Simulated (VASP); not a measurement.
# ZnCd2Se2S (P4/mmm) in VASP: notebook

ZnCd2Se2S is run at these levels: PBE, RPBE; tasks: relaxation of cell and atoms, single point.

Program: VASP 6.6.1. These are calculated values, not measurements. Logs are shortened: lines on timing, memory, paths and dates and some standing lists are left out, and cuts for length are marked.

## (1) The cell of the first run

It takes space group P4/mmm (No. 123, tetragonal). The conventional cell has a = 4.611 Å, b = 4.611 Å, c = 5.919 Å, α = 90.00°, β = 90.00°, γ = 90.00°. Within 3.9 Å of Zn (site symmetry 4/mmm) lie 2 S at 2.96 Å and 8 Se at 3.51 Å and 8 Cd at 3.75 Å. Within 3.0 Å of Cd (site symmetry mmm) lie 2 S at 2.31 Å and 4 Se at 2.84 Å. Within 3.5 Å of Se (site symmetry 4mm) lie 2 Se at 2.62 to 3.30 Å and 4 Cd at 2.84 Å. Within 3.0 Å of S (site symmetry 4/mmm) lie 4 Cd at 2.31 Å and 2 Zn at 2.96 Å.

## (2) Relaxation of cell and atoms, PBE

INCAR reads:

```
SYSTEM = ZnCd2Se2S
ALGO     = Normal         ! electronic algorithm
EDIFF    = 1E-6           ! SCF threshold, eV
EDIFFG   = -0.04          ! ionic threshold
ENCUT    = 600            ! plane-wave cutoff, eV
GGA      = PE             ! functional
IBRION   = 2              ! ionic algorithm
ISIF     = 3              ! what is computed and relaxed
ISMEAR   = 0              ! smearing method
LASPH    = .True.         ! aspherical terms in the spheres
LCHARG   = .False.        ! write CHGCAR
LREAL    = .False.        ! projectors in reciprocal space
LWAVE    = .False.        ! write WAVECAR
NELM     = 60             ! most SCF steps
NSW      = 90             ! ionic steps
PREC     = Accurate       ! precision mode
SIGMA    = 0.1            ! smearing width, eV
```

KPOINTS reads:

```
k-points
0
Gamma
  4 4 4
  0 0 0
```

POSCAR reads:

```
ZnCd2Se2S
1.0
    4.6110716100      0.0000000000      0.0000000000
    0.0000000000      4.6110716100      0.0000000000
    0.0000000000      0.0000000000      5.9191410500
Zn Cd Se S
1 2 2 1
Direct
    0.0000000000      0.0000000000      0.5000000000
    0.0000000000      0.5000000000      0.0000000000
    0.5000000000      0.0000000000      0.0000000000
    0.5000000000      0.5000000000      0.2788000100
    0.5000000000      0.5000000000      0.7211999900
    0.0000000000      0.0000000000      0.0000000000
```

Potentials or basis: VASP PAW PBE potentials, release 64 (Zn, Cd, Se, S).

Started as:

```bash
$ cat potpaw_PBE.64/Zn/POTCAR potpaw_PBE.64/Cd/POTCAR potpaw_PBE.64/Se/POTCAR potpaw_PBE.64/S/POTCAR > POTCAR
$ mpirun -np 1 vasp_std > vasp.out
```

OUTCAR:

```text
SYSTEM = ZnCd2Se2S
   EDIFF = 1E-6
   EDIFFG = -0.04
   ENCUT = 600
   GGA = PE
   IBRION = 2
   ISIF = 3
   ISMEAR = 0
   LASPH = .True.
   LREAL = .False.
   NELM = 60
   NSW = 90
   PREC = Accurate

 ion  position               nearest neighbor table
   1  0.000  0.000  0.500-
   2  0.000  0.500  0.000-   6 2.31   6 2.31   4 2.84   5 2.84   4 2.84   5 2.84   3 3.26   3 3.26
                             3 3.26   3 3.26
   3  0.500  0.000  0.000-   6 2.31   6 2.31   4 2.84   4 2.84   5 2.84   5 2.84   2 3.26   2 3.26
                             2 3.26   2 3.26
   4  0.500  0.500  0.279-   5 2.62   3 2.84   2 2.84   3 2.84   2 2.84
   5  0.500  0.500  0.721-   4 2.62   3 2.84   2 2.84   3 2.84   2 2.84
   6  0.000  0.000  0.000-   2 2.31   3 2.31   2 2.31   3 2.31

  LATTYP: Found a simple tetragonal cell.
 ALAT       =     4.6110716100
 C/A-ratio  =     1.2836801400

  Lattice vectors:

 A1 = (   4.6110716100,   0.0000000000,   0.0000000000)
 A2 = (   0.0000000000,   4.6110716100,   0.0000000000)
 A3 = (   0.0000000000,   0.0000000000,   5.9191410500)

Analysis of symmetry for initial positions (statically):
=====================================================================
 Subroutine PRICEL returns:
 Original cell was already a primitive cell.

 Routine SETGRP: Setting up the symmetry group for a
 simple tetragonal supercell.

 Subroutine GETGRP returns: Found 16 space group operations
 (whereof 16 operations were pure point group operations)
 out of a pool of 16 trial point group operations.

The static configuration has the point symmetry D_4h.

Analysis of symmetry for dynamics (positions and initial velocities):
=====================================================================
 Subroutine PRICEL returns:
 Original cell was already a primitive cell.

 Routine SETGRP: Setting up the symmetry group for a
 simple tetragonal supercell.

 Subroutine GETGRP returns: Found 16 space group operations
 (whereof 16 operations were pure point group operations)
 out of a pool of 16 trial point group operations.

The dynamic configuration has the point symmetry D_4h.

 Subroutine INISYM returns: Found 16 space group operations
 (whereof 16 operations are pure point group operations),
 and found     1 'primitive' translations

----------------------------------------------------------------------------------------

                                     Primitive cell

  volume of cell :     125.8527

  direct lattice vectors                    reciprocal lattice vectors
     4.611071610  0.000000000  0.000000000     0.216869328  0.000000000  0.000000000
     0.000000000  4.611071610  0.000000000     0.000000000  0.216869328  0.000000000
     0.000000000  0.000000000  5.919141050     0.000000000  0.000000000  0.168943431

  length of vectors
     4.611071610  4.611071610  5.919141050     0.216869328  0.216869328  0.168943431

[... 72 lines left out ...]
   PREC   = accura    normal or accurate (medium, high low for compatibility)
   ISTART =      0    job   : 0-new  1-cont  2-samecut
   ICHARG =      2    charge: 1-file 2-atom 10-const
   ISPIN  =      1    spin polarized calculation?
   LNONCOLLINEAR =      F non collinear calculations
   LSORBIT =      F    spin-orbit coupling
   LASPH  =      T    aspherical Exc in radial PAW
   ENCUT  =  600.0 eV  44.10 Ry    6.64 a.u.   9.21  9.21 11.82*2*pi/ulx,y,z
   NELM   =     60;   NELMIN=  2; NELMDL= -5     # of ELM steps
   EDIFF  = 0.1E-05   stopping-criterion for ELM
   LREAL  =      F    real-space projection
   EDIFFG = -.4E-01   stopping-criterion for IOM
   NSW    =     90    number of steps for IOM
   IBRION =      2    ionic relax: 0-MD 1-quasi-New 2-CG
   NFREE  =      1    steps in history (QN), initial steepest desc. (CG)
   ISIF   =      3    stress and relaxation
   ISYM   =      2    0-nonsym 1-usesym 2-fastsym
   POTIM  = 0.5000    time-step for ionic-motion
   TEBEG  =    0.0;   TEEND  =   0.0 temperature during run
   PSTRESS=    0.0 pullay stress
   NELECT =      54.0000    total number of electrons
   NUPDOWN=      -1.0000    fix difference up-down
   EMIN   =  10.00;   EMAX   =-10.00  energy-range for DOS
   EFERMI =   0.00;   METHOD = LEGACY
   ISMEAR =     0;   SIGMA  =   0.10  broadening in eV -4-tet -1-fermi 0-gaus
   EFERMI_NEDOS =   21; number of points for ismear=-14 and -15
   IALGO  =     38    algorithm
   IMIX   =      4    mixing-type and parameters
     AMIX     =   0.40;   BMIX     =  1.00
     AMIX_MAG =   1.60;   BMIX_MAG =  1.00
  volume/ion in A,a.u.               =      20.98       141.55
  Fermi-wavevector in a.u.,A,eV,Ry     =   1.234768  2.333373 20.744141  1.524651
  Thomas-Fermi vector in A             =   2.369444
   LORBIT       =      0    0 simple, 1 ext, 2 COOP (PROOUT), +10 PAW based schemes
   GGA     = PE    functional components
   LHFCALC =     F    Hartree Fock is set to
   AEXX    =    0.0000 exact exchange contribution
   IVDW    =     0    specifies the selected vdW correction
   LEPSILON=     F    determine dielectric tensor
   LRPA    =     F    only Hartree local field effects (RPA)
 conjugate gradient relaxation of ions
 non-spin polarized calculation
 Gauss-broadening in eV      SIGMA  =   0.10
  energy-cutoff  :      600.00
  volume of cell :      125.85
 maximum number of plane-waves:      4220
 NGX is ok and might be reduce to    40
   NGX = 19   NGY = 19   NGZ = 23

--------------------------------------- Ionic step        1  -------------------------------------------

 number of electron      54.0000010 magnetization

 Free energy of the ion-electron system (eV)
  ---------------------------------------------------
  ext. energy  EPLUGINS =         0.00000000
  ---------------------------------------------------
  free energy    TOTEN  =       -12.19469704 eV

  energy without entropy =      -12.18812325  energy(sigma->0) =      -12.19141015

 E-fermi :   3.3873     XC(G=0): -10.2098

 val. band max:        3.3455752756   @ k =   0.5000   0.2500   0.5000
 cond. band min:       3.5920819017   @ k =   0.5000   0.5000   0.5000
 fundamental gap:      0.2465066261
 Fermi energy:         3.3872535872

 k-point     1 :       0.0000    0.0000    0.0000
  band No.  band energies     occupation
      1     -11.8656      2.00000
      2     -10.5073      2.00000
      3      -8.4212      2.00000
      4      -6.1107      2.00000
      5      -5.8380      2.00000
      6      -5.6629      2.00000
[... 938 lines left out ...]
--------------------------------------- Ionic step        9  -------------------------------------------

 number of electron      53.9999998 magnetization

 Free energy of the ion-electron system (eV)
  ---------------------------------------------------
  ext. energy  EPLUGINS =         0.00000000
  ---------------------------------------------------
  free energy    TOTEN  =       -14.19508170 eV

  energy without entropy =      -14.18316427  energy(sigma->0) =      -14.18912298

 E-fermi :   2.0224     XC(G=0):  -9.3134

 val. band max:        1.9887920094   @ k =   0.5000   0.0000   0.2500
 cond. band min:       2.3667014966   @ k =   0.2500   0.0000   0.0000
 fundamental gap:      0.3779094871
 Fermi energy:         2.0224047188

 k-point     1 :       0.0000    0.0000    0.0000
  band No.  band energies     occupation
      1     -11.7937      2.00000
      2     -11.1870      2.00000
      3      -9.0230      2.00000
      4      -6.6632      2.00000
      5      -6.5837      2.00000
      6      -6.5349      2.00000
[... 652 lines left out ...]
  FREE ENERGIE OF THE ION-ELECTRON SYSTEM (eV)
  ---------------------------------------------------
  free  energy   TOTEN  =       -14.1950816981 eV

  energy  without entropy=      -14.1831642705  energy(sigma->0) =      -14.18912298

 reached required accuracy - stopping structural energy minimisation
```

Run time: 4.5 min. Hardware: 1 thread of Intel Xeon 6975P-C (Granite Rapids), shared host; peak memory 0.33 GiB.

Results:

```
Free energy                            : -14.1951 eV
Relaxed volume                         : 25.30 Å³/atom
Relaxed cell                           : a = 5.208 Å, b = 5.208 Å, c = 5.597 Å, α = 90.00°, β = 90.00°, γ = 90.00°
Space group after relaxing (to 0.05 Å) : P4/mmm (No. 123)
Energy gained by relaxing              : 333.4 meV/atom
Ionic steps                            : 9
Pressure after relaxing                : -0.1 GPa
Largest force after relaxing           : 0.022 eV/Å
Band gap on the k mesh                 : zero (band 27 reaches 1.99 eV, above the bottom of band 28 at 1.21 eV)
```

Forces in eV/Å, atoms in the order of the input:
```
Zn   0.000  0.000  0.000
Cd   0.000  0.000  0.000
Cd   0.000  0.000  0.000
Se   0.000  0.000 -0.022
Se   0.000  0.000  0.022
S    0.000  0.000  0.000
```

Step by step:
```csv
step,energy change (eV),largest force (eV/Å),pressure (GPa),volume (Å³)
1,0.0000,0.6020,16.37,125.85
2,-1.6248,0.6302,-3.73,168.17
3,-1.7461,0.5589,-1.00,155.98
4,-1.7471,0.5729,-1.33,157.16
5,-1.8931,0.7275,-0.69,154.08
6,-1.9516,0.7953,0.22,150.94
7,-1.9969,0.1372,0.23,150.73
8,-1.9979,0.0221,0.27,150.69
9,-2.0004,0.0219,-0.09,151.78
```

Final structure:
```cif
data_structure
_symmetry_space_group_name_H-M 'P 1'
_symmetry_Int_Tables_number 1
_cell_length_a 5.2076
_cell_length_b 5.2076
_cell_length_c 5.5969
_cell_angle_alpha 90.000
_cell_angle_beta 90.000
_cell_angle_gamma 90.000
_cell_volume 151.78
loop_
_atom_site_label
_atom_site_type_symbol
_atom_site_fract_x
_atom_site_fract_y
_atom_site_fract_z
_atom_site_occupancy
Zn1 Zn 0.00000 0.00000 0.50000 1
Cd1 Cd 0.00000 0.50000 0.00000 1
Cd2 Cd 0.50000 0.00000 0.00000 1
Se1 Se 0.50000 0.50000 0.26289 1
Se2 Se 0.50000 0.50000 0.73711 1
S1 S 0.00000 0.00000 0.00000 1
```

Caveat: the volume moved by over 15 % at a fixed basis, so the end points are rough.

## (3) Single point, PBE

This run uses another cell than the first one, of 25.15 Å³/atom, 1.199 times its volume.

INCAR reads:

```
PREC     = Accurate       # precision mode
ENCUT    = 520            # plane-wave cutoff, eV
EDIFF    = 1E-6           # SCF threshold, eV
ISMEAR   = 0              # smearing method
SIGMA    = 0.1            # smearing width, eV
LREAL    = F              # projectors in reciprocal space
LASPH    = T              # aspherical terms in the spheres
NELM     = 100            # most SCF steps
ALGO     = Normal         # electronic algorithm
ISIF     = 2              # what is computed and relaxed
LWAVE    = F              # write WAVECAR
LCHARG   = F              # write CHGCAR
GGA      = PE             # functional
NBANDS   = 36             # bands
```

KPOINTS reads:

```
regular mesh
0
Gamma
  8 8 8
```

POSCAR reads:

```
ZnCd2Se2S
1.0
    5.2225367650      0.0000000000      0.0000000000
    0.0000000000      5.2225367650      0.0000000000
    0.0000000000      0.0000000000      5.5326610302
Zn Cd Se S
1 2 2 1
Direct
    0.0000000000      0.0000000000      0.5000000000
    0.0000000000      0.5000000000      0.0000000000
    0.5000000000      0.0000000000      0.0000000000
    0.5000000000      0.5000000000      0.2638297838
    0.5000000000      0.5000000000      0.7361702162
    0.0000000000      0.0000000000      0.0000000000
```

Potentials or basis: VASP PAW PBE potentials, release 64 (Zn, Cd, Se, S).

Started as:

```bash
$ cat potpaw_PBE.64/Zn/POTCAR potpaw_PBE.64/Cd/POTCAR potpaw_PBE.64/Se/POTCAR potpaw_PBE.64/S/POTCAR > POTCAR
$ mpirun -np 1 vasp_std > vasp.out
```

OUTCAR:

```text
PREC = Accurate
   ENCUT = 520
   EDIFF = 1E-6
   ISMEAR = 0
   LREAL = F
   LASPH = T
   NELM = 100
   ISIF = 2
   GGA = PE

 ion  position               nearest neighbor table
   1  0.000  0.000  0.500-   6 2.77   6 2.77
   2  0.000  0.500  0.000-   6 2.61   6 2.61   4 2.99   5 2.99   4 2.99   5 2.99   3 3.69   3 3.69
                             3 3.69   3 3.69
   3  0.500  0.000  0.000-   6 2.61   6 2.61   4 2.99   4 2.99   5 2.99   5 2.99   2 3.69   2 3.69
                             2 3.69   2 3.69
   4  0.500  0.500  0.264-   5 2.61   3 2.99   2 2.99   3 2.99   2 2.99
[... 1147 lines left out ...]
  Total        0.2716618      0.2716618      0.1020821      0.0000000      0.0000000      0.0000000
  in kB        2.8843105      2.8843105      1.0838349      0.0000000      0.0000000      0.0000000
  external PRESSURE =       2.2841519 kB  Pullay stress =       0.0000000 kB

 VOLUME and BASIS-vectors are now :
 -----------------------------------------------------------------------------
  energy-cutoff  :      520.00
  volume of cell :      150.90
      direct lattice vectors                 reciprocal lattice vectors
     5.222536765  0.000000000  0.000000000     0.191477829  0.000000000  0.000000000
     0.000000000  5.222536765  0.000000000     0.000000000  0.191477829  0.000000000
     0.000000000  0.000000000  5.532661030     0.000000000  0.000000000  0.180744852

 POSITION                                       TOTAL-FORCE (eV/Angst)
 -----------------------------------------------------------------------------------
      0.00000      0.00000      2.76633         0.000000      0.000000      0.000000
      0.00000      2.61127      0.00000         0.000000      0.000000      0.000000
      2.61127      0.00000      0.00000         0.000000      0.000000      0.000000
      2.61127      2.61127      1.45968         0.000000      0.000000      0.017960
      2.61127      2.61127      4.07298         0.000000     -0.000000     -0.017960
      0.00000      0.00000      0.00000         0.000000      0.000000      0.000000
 -----------------------------------------------------------------------------------
    total drift:                               -0.000000      0.000000     -0.000000

  FREE ENERGIE OF THE ION-ELECTRON SYSTEM (eV)
  ---------------------------------------------------
  free  energy   TOTEN  =       -14.1391627724 eV

  energy  without entropy=      -14.1309684331  energy(sigma->0) =      -14.13506560
```

stdout:

```text
POSCAR found type information on POSCAR ZnCdSeS
 POSCAR found :  4 types and       6 ions
 scaLAPACK will be used
 LDA part: xc-table for (Slater+PW92), standard interpolation
 POSCAR, INCAR and KPOINTS ok, starting setup
 FFT: planning ... GRIDC
 FFT: planning ... GRID_SOFT
 FFT: planning ... GRID
 WAVECAR not read
 entering main loop
```

Wall time 2.8 min (1 thread of Intel Xeon 6975P-C (Granite Rapids), shared host); peak memory 0.52 GiB.

What came out:

- Free energy: -14.1392 eV
- Pressure: 0.2 GPa
- Largest force: 0.018 eV/Å
- Band gap on the k mesh: zero (band 27 reaches 2.46 eV, above the bottom of band 28 at 1.27 eV)

Forces on the atoms (eV/Å):
```
Zn   0.000  0.000  0.000
Cd   0.000  0.000  0.000
Cd   0.000  0.000  0.000
Se   0.000  0.000  0.018
Se   0.000  0.000 -0.018
S    0.000  0.000  0.000
```

Levels at points of the mesh, in eV from the Fermi level:
```
           k point  band 25  band 26  band 27  band 28  band 29  band 30
(0.00, 0.00, 0.00)    -2.21    -1.16    -0.49    -0.49     0.49     3.60
(0.50, 0.00, 0.00)    -1.53    -1.11    -0.47     1.67     1.95     3.13
(0.50, 0.50, 0.00)    -1.62    -1.56    -1.56     3.16     3.16     3.78
(0.00, 0.00, 0.50)    -1.94    -1.94    -1.74    -0.94     0.59     0.81
(0.50, 0.00, 0.50)    -2.04    -1.95    -0.88     0.78     1.24     2.63
(0.50, 0.50, 0.50)    -1.39    -0.72    -0.72     1.12     3.17     3.17
```

## (4) Single point, RPBE

This run uses another cell than the first one, of 26.24 Å³/atom, 1.251 times its volume.

INCAR reads:

```
SYSTEM = ZnCd2Se2S
  PREC = Accurate
  ENCUT = 500
  EDIFF = 1E-6
  ISMEAR = 0
  SIGMA = 0.1
  LREAL = .FALSE.
  LASPH = .TRUE.
  NELM = 120
  ALGO = Normal
  ISIF = 2
  LWAVE = .FALSE.
  LCHARG = .FALSE.
  GGA = RP
  NBANDS = 36
  GGA_COMPAT = .FALSE.
```

KPOINTS reads:

```
Automatic mesh
0
G
  8 8 8
  0 0 0
```

POSCAR reads:

```
ZnCd2Se2S
1.0
    5.3011585792      0.0000000000      0.0000000000
    0.0000000000      5.3011585792      0.0000000000
    0.0000000000      0.0000000000      5.6020182965
Zn Cd Se S
1 2 2 1
Direct
    0.0000000000      0.0000000000      0.5000000000
    0.0000000000      0.5000000000      0.0000000000
    0.5000000000      0.0000000000      0.0000000000
    0.5000000000      0.5000000000      0.2644681238
    0.5000000000      0.5000000000      0.7355318762
    0.0000000000      0.0000000000      0.0000000000
```

Started as:

```bash
$ cat potpaw_PBE.64/Zn/POTCAR potpaw_PBE.64/Cd/POTCAR potpaw_PBE.64/Se/POTCAR potpaw_PBE.64/S/POTCAR > POTCAR
$ mpirun -np 1 vasp_std > vasp.out
```

It took 11 min on 1 thread of Intel Xeon 8259CL, shared host; peak memory 0.52 GiB.

It converged, with:

| Quantity | Value |
| --- | --- |
| Free energy | -12.1949 eV |
| Pressure | 0.2 GPa |
| Largest force | 0.019 eV/Å |
| Band gap on the k mesh | zero (band 27 reaches 2.27 eV, above the bottom of band 28 at 1.20 eV) |

Forces on the atoms (eV/Å):
```
Zn   0.000  0.000  0.000
Cd   0.000  0.000  0.000
Cd   0.000  0.000  0.000
Se   0.000  0.000  0.019
Se   0.000  0.000 -0.019
S    0.000  0.000  0.000
```

Stress tensor (GPa, compression positive):
```
0.21 0.00 0.00
0.00 0.21 0.00
0.00 0.00 0.05
```

Levels at points of the mesh, in eV from the Fermi level:
| k point | band 24 | band 25 | band 26 | band 27 | band 28 | band 29 | band 30 | band 31 |
| --- | --- | --- | --- | --- | --- | --- | --- | --- |
| (0.00, 0.00, 0.00) | -2.54 | -2.11 | -1.03 | -0.49 | -0.49 | 0.44 | 3.47 | 3.95 |
| (0.50, 0.00, 0.00) | -3.23 | -1.44 | -1.04 | -0.47 | 1.59 | 1.95 | 3.19 | 3.72 |
| (0.50, 0.50, 0.00) | -1.56 | -1.56 | -1.49 | -1.49 | 3.23 | 3.23 | 3.63 | 3.84 |
| (0.00, 0.00, 0.50) | -1.99 | -1.84 | -1.84 | -1.73 | -0.83 | 0.62 | 0.80 | 2.99 |
| (0.50, 0.00, 0.50) | -2.10 | -1.99 | -1.88 | -0.83 | 1.00 | 1.19 | 2.51 | 2.66 |
| (0.50, 0.50, 0.50) | -1.86 | -1.31 | -0.77 | -0.77 | 1.08 | 3.21 | 3.21 | 3.45 |

Caveat: the PAW data sets were made with another functional, which shifts forces and pressure a little.

## (5) Overview

| task | level | cell | k mesh | cutoff (eV) | gap on the mesh (eV) | pressure (GPa) | largest force (eV/Å) |
| --- | --- | --- | --- | --- | --- | --- | --- |
| relaxation of cell and atoms | PBE | relaxed from a = 4.611, b = 4.611, c = 5.919 Å, 6 atoms | 4 × 4 × 4 | 600 | none | -0.1 | 0.02 |
| single point | PBE | a = 5.223, b = 5.223, c = 5.533 Å, 6 atoms | 8 × 8 × 8 | 520 | none | 0.2 | 0.02 |
| single point | RPBE | a = 5.301, b = 5.301, c = 5.602 Å, 6 atoms | 8 × 8 × 8 | 500 | none | 0.2 | 0.02 |

Alike in all rows: potentials or basis VASP PAW PBE potentials, release 64 (Zn, Cd, Se, S); no spin polarisation; smearing gaussian 0.1 eV.

Caveats: the volume moved by over 15 % at a fixed basis, so the end points are rough (some runs); the PAW data sets were made with another functional, which shifts forces and pressure a little (some runs).

Absolute energies hang on the potentials; compare differences alone.
